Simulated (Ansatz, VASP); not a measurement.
# One calculation of Si2Ni, two programs

```
Si Ni
1.0
     0.00000    2.72146    2.72146
     2.72146    0.00000    2.72146
     2.72146    2.72146    0.00000
Si Ni
2 1
Direct
  0.25000 0.25000 0.25000
  0.75000 0.75000 0.75000
  0.00000 0.00000 0.00000
```

Alike in both runs: functional PBE; k mesh 12 × 12 × 12; occupations gaussian, width 0.05 eV; no spin polarisation.

Ansatz relaxed the structure, and its values are those at the end. VASP's run is a single point on that final structure, the one shown.

|  | VASP | Ansatz |
| --- | --- | --- |
| version | VASP 6.6.1 | Ansatz 0.2.0 |
| potentials or method | VASP PAW PBE potentials, release 64 (Si, Ni) | scalar-relativistic, plane waves, PAW |
| plane-wave cutoff (eV) | 600 | 420 |
| valence electrons in the cell | 18 | 26 |

|  | VASP | Ansatz | Ansatz less VASP |
| --- | --- | --- | --- |
| gap on the k mesh at the Fermi level (eV) | none | none | - |
| pressure (GPa) | -0.1 | 0.0 | +0.16 |

A gap of «none» marks a metal or a gap that the smearing closes. VASP's potentials hold 18 valence electrons a cell and Ansatz's 26, so a difference there can come from the potentials and not from the codes.
